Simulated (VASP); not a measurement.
# Mg3S2O (P4/mmm) in VASP: notebook

Mg3S2O is run at these levels: PBE; tasks: single point, relaxation of cell and atoms.

Everything below comes from runs of VASP 6.6.1. Logs are shortened: lines on timing, memory, paths and dates and some standing lists are left out, and cuts for length are marked.

**1. The cell of the first run**

The structure is tetragonal, space group P4/mmm (No. 123). The conventional cell has a = 4.879 Å, b = 4.879 Å, c = 4.991 Å, α = 90.00°, β = 90.00°, γ = 90.00°. Within 3.2 Å of Mg (site symmetry mmm) lie 2 Mg at 2.44 Å and 2 S at 2.44 Å. Within 3.2 Å of Mg (site symmetry 4/mmm) lie 4 Mg at 2.44 Å and 2 S at 2.50 Å. Within 3.3 Å of S (site symmetry 4/mmm) lie 2 Mg at 2.50 Å. Within 3.2 Å of S (site symmetry 4/mmm) lie 4 Mg at 2.44 Å and 2 O at 2.50 Å. Within 3.3 Å of O (site symmetry 4/mmm) lie 2 S at 2.50 Å.

The cell was built from a structure type or drawn by symmetry, and may not be a known phase.

**2. Single point, PBE, collinear spin, ferromagnetic start**

Contents of INCAR:

```
SYSTEM = Mg3S2O
ALGO     = Normal         ! electronic algorithm
EDIFF    = 1E-6           ! SCF threshold, eV
ENCUT    = 520            ! plane-wave cutoff, eV
GGA      = PE             ! functional
ISIF     = 2              ! what is computed and relaxed
ISMEAR   = 0              ! smearing method
ISPIN    = 2              ! spin polarisation
LASPH    = .True.         ! aspherical terms in the spheres
LCHARG   = .False.        ! write CHGCAR
LORBIT   = 11             ! projections on sites
LREAL    = .False.        ! projectors in reciprocal space
LWAVE    = .False.        ! write WAVECAR
MAGMOM   = 0 0 0 0 0 1    ! initial moments
NBANDS   = 25             ! bands
NELM     = 150            ! most SCF steps
PREC     = Accurate       ! precision mode
SIGMA    = 0.1            ! smearing width, eV
```

Contents of KPOINTS:

```
k-points
0
Gamma
  4 4 4
  0 0 0
```

Contents of POSCAR:

```
Mg3S2O
1.0
    4.8791472200      0.0000000000      0.0000000000
    0.0000000000      4.8791472200      0.0000000000
    0.0000000000      0.0000000000      4.9911316300
Mg S O
3 2 1
Direct
    0.0000000000      0.5000000000      0.5000000000
    0.5000000000      0.0000000000      0.5000000000
    0.5000000000      0.5000000000      0.5000000000
    0.5000000000      0.5000000000      0.0000000000
    0.0000000000      0.0000000000      0.5000000000
    0.0000000000      0.0000000000      0.0000000000
```

Potentials or basis: VASP PAW PBE potentials, release 64 (Mg, S, O).

The run is started by

```
$ cat potpaw_PBE.64/Mg/POTCAR potpaw_PBE.64/S/POTCAR potpaw_PBE.64/O/POTCAR > POTCAR
$ mpirun -np 1 vasp_std > vasp.out
```

OUTCAR:

```text
SYSTEM = Mg3S2O
   EDIFF = 1E-6
   ENCUT = 520
   GGA = PE
   ISIF = 2
   ISMEAR = 0
   ISPIN = 2
   LASPH = .True.
   LORBIT = 11
   LREAL = .False.
   NELM = 150
   PREC = Accurate

 ion  position               nearest neighbor table
   1  0.000  0.500  0.500-   3 2.44   5 2.44   5 2.44   3 2.44   2 3.45   2 3.45   2 3.45   2 3.45

   2  0.500  0.000  0.500-   3 2.44   5 2.44   3 2.44   5 2.44   1 3.45   1 3.45   1 3.45   1 3.45

   3  0.500  0.500  0.500-   1 2.44   2 2.44   2 2.44   1 2.44   4 2.50   4 2.50
   4  0.500  0.500  0.000-   3 2.50   3 2.50
   5  0.000  0.000  0.500-   1 2.44   2 2.44   1 2.44   2 2.44
   6  0.000  0.000  0.000-

  LATTYP: Found a simple tetragonal cell.
 ALAT       =     4.8791472200
 C/A-ratio  =     1.0229516358

  Lattice vectors:

 A1 = (   4.8791472200,   0.0000000000,   0.0000000000)
 A2 = (   0.0000000000,   4.8791472200,   0.0000000000)
 A3 = (   0.0000000000,   0.0000000000,   4.9911316300)

Analysis of symmetry for initial positions (statically):
=====================================================================
 Subroutine PRICEL returns:
 Original cell was already a primitive cell.

 Routine SETGRP: Setting up the symmetry group for a
 simple tetragonal supercell.

 Subroutine GETGRP returns: Found 16 space group operations
 (whereof 16 operations were pure point group operations)
 out of a pool of 16 trial point group operations.

The static configuration has the point symmetry D_4h.

Analysis of symmetry for dynamics (positions and initial velocities):
=====================================================================
 Subroutine PRICEL returns:
 Original cell was already a primitive cell.

 Routine SETGRP: Setting up the symmetry group for a
 simple tetragonal supercell.

 Subroutine GETGRP returns: Found 16 space group operations
 (whereof 16 operations were pure point group operations)
 out of a pool of 16 trial point group operations.

The dynamic configuration has the point symmetry D_4h.

Analysis of structural, dynamic, and magnetic symmetry:
=====================================================================
 Subroutine PRICEL returns:
 Original cell was already a primitive cell.

 Routine SETGRP: Setting up the symmetry group for a
 simple tetragonal supercell.

 Subroutine GETGRP returns: Found 16 space group operations
 (whereof 16 operations were pure point group operations)
 out of a pool of 16 trial point group operations.

The overall configuration has the point symmetry D_4h.

 Subroutine INISYM returns: Found 16 space group operations
 (whereof 16 operations are pure point group operations),
 and found     1 'primitive' translations

----------------------------------------------------------------------------------------

                                     Primitive cell

  volume of cell :     118.8193

  direct lattice vectors                    reciprocal lattice vectors
     4.879147220  0.000000000  0.000000000     0.204953848  0.000000000  0.000000000
     0.000000000  4.879147220  0.000000000     0.000000000  0.204953848  0.000000000
     0.000000000  0.000000000  4.991131630     0.000000000  0.000000000  0.200355365

  length of vectors
     4.879147220  4.879147220  4.991131630     0.204953848  0.204953848  0.200355365

  position of ions in fractional coordinates (direct lattice)
     0.000000000  0.500000000  0.500000000
     0.500000000  0.000000000  0.500000000
     0.500000000  0.500000000  0.500000000
     0.500000000  0.500000000  0.000000000
     0.000000000  0.000000000  0.500000000
     0.000000000  0.000000000  0.000000000

  ion indices of the primitive-cell ions
   primitive index   ion index
                 1           1
                 2           2
                 3           3
                 4           4
                 5           5
                 6           6

----------------------------------------------------------------------------------------

 KPOINTS: k-points

Automatic generation of k-mesh.
 Grid dimensions read from file:
 generate k-points for:    4    4    4

 Generating k-lattice:

  Cartesian coordinates                     Fractional coordinates (reciprocal lattice)
     0.051238462  0.000000000  0.000000000     0.250000000  0.000000000  0.000000000
     0.000000000  0.051238462  0.000000000     0.000000000  0.250000000  0.000000000
     0.000000000  0.000000000  0.050088841     0.000000000  0.000000000  0.250000000

  Length of vectors
     0.051238462  0.051238462  0.050088841

  Shift w.r.t. Gamma in fractional coordinates (k-lattice)
     0.000000000  0.000000000  0.000000000

 Subroutine IBZKPT returns following result:
 ===========================================

 Found     18 irreducible k-points:

 Following reciprocal coordinates:
            Coordinates               Weight
  0.000000  0.000000  0.000000      1.000000
  0.250000  0.000000  0.000000      4.000000
  0.500000  0.000000  0.000000      2.000000
  0.250000  0.250000  0.000000      4.000000
  0.500000  0.250000  0.000000      4.000000
  0.500000  0.500000  0.000000      1.000000
[... 10 lines left out ...]
  0.500000  0.250000  0.500000      4.000000
  0.500000  0.500000  0.500000      1.000000
   k-points           NKPTS =     18   k-points in BZ     NKDIM =     18   number of bands    NBANDS=     25
   number of dos      NEDOS =    301   number of ions     NIONS =      6
   total plane-waves  NPLWV =  51840
   dimension x,y,z NGX =    36 NGY =   36 NGZ =   40
   dimension x,y,z NGXF=    72 NGYF=   72 NGZF=   80
   ions per type =               3   2   1
   NGX,Y,Z   is equivalent  to a cutoff of  12.27, 12.27, 13.32 a.u.
   NGXF,Y,Z  is equivalent  to a cutoff of  24.53, 24.53, 26.65 a.u.
 SYSTEM =  Mg3S2O
   PREC   = accura    normal or accurate (medium, high low for compatibility)
   ISTART =      0    job   : 0-new  1-cont  2-samecut
   ICHARG =      2    charge: 1-file 2-atom 10-const
   ISPIN  =      2    spin polarized calculation?
   LNONCOLLINEAR =      F non collinear calculations
   LSORBIT =      F    spin-orbit coupling
   LASPH  =      T    aspherical Exc in radial PAW
   ENCUT  =  520.0 eV  38.22 Ry    6.18 a.u.   9.07  9.07  9.28*2*pi/ulx,y,z
   NELM   =    150;   NELMIN=  2; NELMDL= -5     # of ELM steps
   EDIFF  = 0.1E-05   stopping-criterion for ELM
   LREAL  =      F    real-space projection
   EDIFFG = 0.1E-04   stopping-criterion for IOM
   NSW    =      0    number of steps for IOM
   IBRION =     -1    ionic relax: 0-MD 1-quasi-New 2-CG
   NFREE  =      0    steps in history (QN), initial steepest desc. (CG)
   ISIF   =      2    stress and relaxation
   ISYM   =      2    0-nonsym 1-usesym 2-fastsym
   POTIM  = 0.5000    time-step for ionic-motion
   TEBEG  =    0.0;   TEEND  =   0.0 temperature during run
   PSTRESS=    0.0 pullay stress
   NELECT =      24.0000    total number of electrons
   NUPDOWN=      -1.0000    fix difference up-down
   EMIN   =  10.00;   EMAX   =-10.00  energy-range for DOS
   EFERMI =   0.00;   METHOD = LEGACY
   ISMEAR =     0;   SIGMA  =   0.10  broadening in eV -4-tet -1-fermi 0-gaus
   EFERMI_NEDOS =   21; number of points for ismear=-14 and -15
   IALGO  =     38    algorithm
   IMIX   =      4    mixing-type and parameters
     AMIX     =   0.40;   BMIX     =  1.00
     AMIX_MAG =   1.60;   BMIX_MAG =  1.00
  volume/ion in A,a.u.               =      19.80       133.64
  Fermi-wavevector in a.u.,A,eV,Ry     =   0.960542  1.815161 12.553288  0.922641
  Thomas-Fermi vector in A             =   2.089835
   LORBIT       =     11    0 simple, 1 ext, 2 COOP (PROOUT), +10 PAW based schemes
   GGA     = PE    functional components
   LHFCALC =     F    Hartree Fock is set to
   AEXX    =    0.0000 exact exchange contribution
   IVDW    =     0    specifies the selected vdW correction
   LEPSILON=     F    determine dielectric tensor
   LRPA    =     F    only Hartree local field effects (RPA)
 spin polarized calculation
 Gauss-broadening in eV      SIGMA  =   0.10
  energy-cutoff  :      520.00
  volume of cell :      118.82
 maximum number of plane-waves:      3226
   NGX = 19   NGY = 19   NGZ = 19

 number of electron      23.9999987 magnetization       0.0001968

 number of electron      23.9999987 magnetization      -0.0000614

 Free energy of the ion-electron system (eV)
  ---------------------------------------------------
  ext. energy  EPLUGINS =         0.00000000
  ---------------------------------------------------
  free energy    TOTEN  =       -14.92271828 eV

  energy without entropy =      -14.89962417  energy(sigma->0) =      -14.91117123

 E-fermi :   2.5123     XC(G=0):  -8.7946

 val. band max:        2.4958507281   @ k =   0.5000   0.2500   0.2500
 cond. band min:       2.5829830817   @ k =   0.5000   0.5000   0.5000
 fundamental gap:      0.0871323536
 Fermi energy:         2.5122857709

 spin component 1

 k-point     1 :       0.0000    0.0000    0.0000
  band No.  band energies     occupation
      1     -13.2205      1.00000
      2     -10.6622      1.00000
      3      -9.1733      1.00000
      4      -2.2717      1.00000
      5      -2.2717      1.00000
      6      -2.1548      1.00000
[... 16 lines left out ...]
     23      10.6555      0.00000
     24      11.6540      0.00000

 k-point     2 :       0.2500    0.0000    0.0000
  band No.  band energies     occupation
      1     -13.2065      1.00000
      2     -10.6093      1.00000
      3      -9.1981      1.00000
      4      -2.8626      1.00000
      5      -2.1532      1.00000
      6      -2.0421      1.00000
[... 424 lines left out ...]
 k-point    18 :       0.5000    0.5000    0.5000
  band No.  band energies     occupation
      1     -12.9495      1.00000
      2     -10.9532      1.00000
      3      -9.0486      1.00000
      4      -2.9903      1.00000
      5      -2.9903      1.00000
      6      -2.4190      1.00000
[... 16 lines left out ...]
     23      11.8775      0.00000
     24      11.8775      0.00000
 Fermi energy:         2.5122857709

 spin component 2

 k-point     1 :       0.0000    0.0000    0.0000
  band No.  band energies     occupation
      1     -13.2205      1.00000
      2     -10.6622      1.00000
      3      -9.1733      1.00000
      4      -2.2717      1.00000
      5      -2.2717      1.00000
      6      -2.1548      1.00000
[... 16 lines left out ...]
     23      10.6555      0.00000
     24      11.6540      0.00000

 k-point     2 :       0.2500    0.0000    0.0000
  band No.  band energies     occupation
      1     -13.2066      1.00000
      2     -10.6094      1.00000
      3      -9.1981      1.00000
      4      -2.8626      1.00000
      5      -2.1532      1.00000
      6      -2.0421      1.00000
[... 424 lines left out ...]
 k-point    18 :       0.5000    0.5000    0.5000
  band No.  band energies     occupation
      1     -12.9496      1.00000
      2     -10.9532      1.00000
      3      -9.0486      1.00000
      4      -2.9903      1.00000
      5      -2.9903      1.00000
      6      -2.4190      1.00000
[... 16 lines left out ...]
     23      11.8775      0.00000
     24      11.8775      0.00000
 [bands above 24 left out]

------------------------ aborting loop because EDIFF is reached ----------------------------------------

  FORCE on cell =-STRESS in cart. coord.  units (eV):
  Direction    XX          YY          ZZ          XY          YZ          ZX
  --------------------------------------------------------------------------------------
  -------------------------------------------------------------------------------------
  Total       12.3722523     12.3722523    -13.7082360      0.0000000      0.0000000      0.0000000
  in kB      166.8293587    166.8293587   -184.8439693      0.0000000      0.0000000      0.0000000
  external PRESSURE =      49.6049161 kB  Pullay stress =       0.0000000 kB

 VOLUME and BASIS-vectors are now :
 -----------------------------------------------------------------------------
  energy-cutoff  :      520.00
  volume of cell :      118.82
      direct lattice vectors                 reciprocal lattice vectors
     4.879147220  0.000000000  0.000000000     0.204953848  0.000000000  0.000000000
     0.000000000  4.879147220  0.000000000     0.000000000  0.204953848  0.000000000
     0.000000000  0.000000000  4.991131630     0.000000000  0.000000000  0.200355365

 POSITION                                       TOTAL-FORCE (eV/Angst)
 -----------------------------------------------------------------------------------
      0.00000      2.43957      2.49557         0.000000      0.000000      0.000000
      2.43957      0.00000      2.49557         0.000000      0.000000      0.000000
      2.43957      2.43957      2.49557         0.000000      0.000000      0.000000
      2.43957      2.43957      0.00000         0.000000      0.000000      0.000000
      0.00000      0.00000      2.49557         0.000000      0.000000      0.000000
      0.00000      0.00000      0.00000         0.000000      0.000000      0.000000
 -----------------------------------------------------------------------------------
    total drift:                               -0.000000      0.000000     -0.000000

  FREE ENERGIE OF THE ION-ELECTRON SYSTEM (eV)
  ---------------------------------------------------
  free  energy   TOTEN  =       -14.9227182839 eV

  energy  without entropy=      -14.8996241700  energy(sigma->0) =      -14.91117123

 total charge

# of ion       s       p       d       tot
------------------------------------------
    1        0.206   0.130   0.032   0.368
    2        0.206   0.130   0.032   0.368
    3        0.312   0.178   0.030   0.521
    4        1.373   2.257   0.000   3.630
    5        1.377   2.297   0.000   3.675
    6        1.609   3.090   0.000   4.698
--------------------------------------------------
tot          5.083   8.082   0.094  13.259

 magnetization (x)

# of ion       s       p       d       tot
------------------------------------------
    1        0.000   0.000   0.000   0.000
    2        0.000   0.000   0.000   0.000
    3       -0.000   0.000  -0.000  -0.000
    4       -0.000  -0.000   0.000  -0.000
    5       -0.000  -0.000   0.000  -0.000
    6       -0.000  -0.000   0.000  -0.000
--------------------------------------------------
tot         -0.000  -0.000  -0.000  -0.000
```

Run time: 68 s. Hardware: 1 thread of AMD EPYC 9R45 (Zen 5), shared host; peak memory 0.26 GiB.

Results:

```
Free energy                                           : -14.9227 eV
Pressure                                              : 5.0 GPa
Band gap on the k mesh                                : zero (filled and empty bands overlap)
Net moment                                            : 0.00 μB per cell
Valence electrons inside the program's atomic spheres : Mg 0.37, 0.52 (each value once); S 3.63, 3.67; O 4.70
```

Stress tensor (GPa, compression positive):
```
 16.68   0.00   0.00
  0.00  16.68   0.00
  0.00   0.00 -18.48
```

Caveat: the cell stands under pressure; semilocal functionals underestimate gaps, so a narrow gap can read as zero.

(Continued in part 2 of 2.)
